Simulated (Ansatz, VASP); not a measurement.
Te2Mo in VASP and in Ansatz

INCAR

```
PREC = Accurate ; ENCUT = 520
EDIFF = 1E-6 ; ISMEAR = 0
SIGMA = 0.05 ; LREAL = False
LASPH = True ; NELM = 60
ALGO = Normal ; ISIF = 2
LWAVE = False ; LCHARG = False
GGA = PE ; IVDW = 12
NBANDS = 20
```

File KPOINTS:

```
regular mesh
0
Gamma
  9 9 4
```

Contents of POSCAR:

```
Te2Mo
1.0
    3.5358769669      0.0000000000      0.0000000000
   -1.7679384835      3.0621592780      0.0000000000
    0.0000000000      0.0000000000      7.4469025423
Te Mo
2 1
Direct
    0.3077295460      0.6154590920      0.7614144829
    0.3589371207      0.7178742414      0.2385855171
    0.0000000000      0.0000000000      0.0000000000
```

Input for Ansatz:

```yaml
crystal:
  lattice:
    - [3.5358769669, 0.0, 0.0]
    - [-1.7679384835, 3.062159278, 0.0]
    - [0.0, 0.0, 7.4469025423]
  atoms:
    - { symbol: Te, position: [0.307729546, 0.615459092, 0.7614144829] }
    - { symbol: Te, position: [0.3589371207, 0.7178742414, 0.2385855171] }
    - { symbol: Mo, position: [0.0, 0.0, 0.0] }
basis:
  ecutwfc: 420
kpoints:
  mp_grid: { grid: [9, 9, 4] }
hamiltonian:
  xc: pbe
  dispersion: d3bj
scf:
  occupations: { method: gaussian, width: 0.05 }
output:
  forces: true
  stress: true
  eigenvalues: true
```

Change from the starting cell: mode 5 frozen in at -0.155 Å, strain +e along z and -e/2 along x and y -0.0233.

Alike in both runs: task single point; functional PBE; dispersion D3(BJ); k mesh 9 × 9 × 4; occupations gaussian, width 0.05 eV; no spin polarisation.

|  | VASP | Ansatz |
| --- | --- | --- |
| version | VASP 6.6.1 | Ansatz 0.2.0 |
| potentials or method | VASP PAW PBE potentials, release 64 (Te, Mo_sv), cutoff 520 eV | scalar-relativistic, plane waves, PAW |
| valence electrons in the cell | 26 | 46 |

|  | VASP | Ansatz | Ansatz less VASP |
| --- | --- | --- | --- |
| gap on the k mesh at the Fermi level (eV) | 0.97 | 0.98 | +0.009 |
| least direct gap on the mesh (eV) | 1.01 | 1.01 | +0.002 |
| pressure (GPa) | 1.4 | 1.4 | -0.02 |
| traceless stress, the component that is largest in VASP (GPa) | -7.67 | -7.69 | -0.016 |
| rms of the force components (eV/Å) | 0.564 | 0.562 | -0.0021 |

Atom by atom the forces differ by 0.007 eV/Å (rms over components). VASP's potentials hold 26 valence electrons a cell and Ansatz's 46, so a difference there can come from the potentials and not from the codes.

Neither program's run includes spin-orbit coupling.
